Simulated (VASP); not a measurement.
# Si2Mo: single point with r2SCAN

The system is Si2Mo.

```
Mo Si
1.0
    -1.56734    1.56734    3.85026
     1.56734   -1.56734    3.85026
     1.56734    1.56734   -3.85026
Mo Si
1 2
Cartesian
  0.0000 0.0000 0.0000
  0.0000 0.0000 5.1363
  0.0000 0.0000 2.5643
```

| Property | Result |
| --- | --- |
| Program | VASP 6.6.1 |
| Task | single point |
| Functional | r2SCAN |
| Potentials or basis | VASP PAW PBE potentials, release 64 (Mo_sv, Si) |
| Cutoff | 520 eV |
| k mesh | 12 × 12 × 12 |
| Occupations | fermi-dirac, width 0.05 eV |
| Spin | no spin polarisation |

| Property | Result |
| --- | --- |
| Pressure | 14.5 GPa |
| Largest force | 0.231 eV/Å |
| Band gap on the k mesh | zero (bands 11 and 12 overlap by 1.15 eV) |

Forces on the atoms (eV/Å):
```
Mo   0.000  0.000  0.000
Si   0.000  0.000 -0.231
Si   0.000  0.000  0.231
```

Stress tensor (GPa, compression positive):
```
14.65  0.00  0.00
 0.00 14.65  0.00
 0.00  0.00 14.18
```

Levels at points of the mesh, in eV from the Fermi level:
| k point | band 8 | band 9 | band 10 | band 11 | band 12 | band 13 | band 14 | band 15 |
| --- | --- | --- | --- | --- | --- | --- | --- | --- |
| (0.00, 0.00, 0.00) | -3.40 | -3.02 | -3.02 | 0.44 | 3.03 | 3.82 | 4.02 | 4.02 |
| (0.50, 0.00, 0.00) | -4.99 | -2.95 | -2.88 | -0.65 | 2.75 | 3.31 | 4.63 | 4.90 |
| (0.50, 0.50, 0.00) | -5.42 | -5.02 | -3.54 | -1.29 | 2.84 | 3.28 | 3.51 | 3.65 |
| (0.50, 0.50, 0.50) | -2.57 | -0.68 | -0.68 | -0.59 | -0.59 | 0.60 | 5.23 | 6.35 |

It took 8.2 min on 1 thread of Intel(R) Xeon(R) 6975P-C (Granite Rapids), on a shared host, peak memory 0.28 GiB.

Caveat: the cell stands under pressure; the PAW data sets were made with another functional, which shifts forces and pressure a little.
